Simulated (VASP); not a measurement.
A run of VASP 6.6.1 is set up as follows.

INCAR

```
ALGO     = Normal         # electronic algorithm
EDIFF    = 1E-7           # SCF threshold, eV
ENCUT    = 520            # plane-wave cutoff, eV
GGA      = PS             # functional
ISIF     = 2              # what is computed and relaxed
ISMEAR   = 0              # smearing method
LASPH    = T              # aspherical terms in the spheres
LCHARG   = F              # write CHGCAR
LREAL    = F              # projectors in reciprocal space
LWAVE    = F              # write WAVECAR
NBANDS   = 66             # bands
NELM     = 100            # most SCF steps
PREC     = Accurate       # precision mode
SIGMA    = 0.15           # smearing width, eV
```

Contents of KPOINTS:

```
k-points
0
Gamma
  8 8 8
```

File POSCAR:

```
Ge
1.0
   -3.4696630977      3.4696630977      3.4696630977
    3.4696630977     -3.4696630977      3.4696630977
    3.4696630977      3.4696630977     -3.4696630977
Ge
8
Direct
    0.5000000000      0.0000000000      0.8091504706
    0.7958385091      0.5000000000      0.0000000000
    0.0000000000      0.7958385091      0.5000000000
    0.7041614909      0.7041614909      0.7041614909
    0.5000000000      0.0000000000      0.2041614909
    0.2041614909      0.5000000000      0.0000000000
    0.0000000000      0.2041614909      0.5000000000
    0.2958385091      0.2958385091      0.2958385091
```

Potentials or basis: VASP PAW PBE potentials, release 64 (Ge_d).

The run is started by

```bash
$ cat potpaw_PBE.64/Ge_d/POTCAR > POTCAR
$ mpirun -np 1 vasp_std > vasp.out
```

Problem. Estimate the band gap on the k mesh.

Solution. Zero (bands 56 and 57 overlap by 0.76 eV).

Problem. Estimate the pressure.

Solution. 0.2 GPa.

Problem. Estimate the largest force.

Solution. 0.697 eV/Å.

Forces in eV/Å, atoms in the order of the input:
```
Ge  -0.403 -0.403  0.403
Ge  -0.047  0.020 -0.070
Ge   0.020  0.070  0.047
Ge   0.070 -0.047 -0.020
Ge   0.322  0.322 -0.322
Ge   0.009  0.007 -0.021
Ge   0.007  0.021 -0.009
Ge   0.021  0.009 -0.007
```

Caveat: the cell differs from its parent crystal (atom 1 (Ge) moved +0.080 Å towards its neighbour atom 5 (Ge) at 2.454 Å); semilocal functionals underestimate gaps, so a narrow gap can read as zero; the PAW data sets were made with another functional, which shifts forces and pressure a little.
